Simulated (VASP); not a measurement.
In: single point with PBE

In:

```xyz
1
Lattice="-2.3953 0.0000 2.3953 0.0000 2.3953 2.3953 -2.3953 2.3953 0.0000" Properties=species:S:1:pos:R:3 pbc="T T T"
In    0.0000    0.0000    0.0000
```

```yaml
Program: VASP 6.6.1
Task: single point
Functional: PBE
Potentials_or_basis: VASP PAW PBE potentials, release 64 (In_d)
Cutoff: 500 eV
k_mesh: 4 × 4 × 4
Occupations: fermi-dirac, width 0.1 eV
Spin: no spin polarisation
```

* Pressure: 2.5 GPa

Levels at points of the mesh, in eV from the Fermi level:
```tsv
k point	band 4	band 5	band 6	band 7	band 8	band 9
(0.00, 0.00, 0.00)	-14.17	-14.17	-8.98	10.36	10.36	10.36
(0.50, 0.00, 0.00)	-14.03	-14.03	-4.06	-2.94	8.30	8.30
(0.50, 0.50, 0.00)	-14.00	-14.00	-1.95	-1.83	4.16	4.16
```

Wall time 13 s on 1 thread of AMD EPYC 7R13, with other jobs on the host, peak memory 0.12 GiB.

Caveat: the k points lie up to 0.57 Å⁻¹ apart; spin-orbit coupling is left out, which moves the levels of the heavy elements.
